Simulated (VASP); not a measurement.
Crystal: SnTe.

```
Te Sn
1.0
     0.00000    3.17172    3.17172
     3.17172    0.00000    3.17172
     3.17172    3.17172    0.00000
Te Sn
1 1
Direct
  0.50000 0.50000 0.50000
  0.00000 0.00000 0.00000
```

Base run:

| Quantity | Value |
| --- | --- |
| Program | VASP 6.6.1 |
| Functional | RPBE |
| Dispersion | D4 |
| Potentials or basis | VASP PAW PBE potentials, release 64 (Te, Sn_d) |
| Cutoff | 520 eV |
| k mesh | 7 × 7 × 7 |
| Occupations | fermi-dirac, width 0.05 eV |
| Spin | no spin polarisation |

Its results: pressure -1.5 GPa.

Q: The run is repeated on the same cell with these changes: functional from RPBE to PBEsol. What comes out?

A: Pressure -2.4 GPa.

PBEsol binds more tightly than RPBE, so the same cell stands under less pressure.

Caveats: the PAW data sets were made with another functional, which shifts forces and pressure a little.
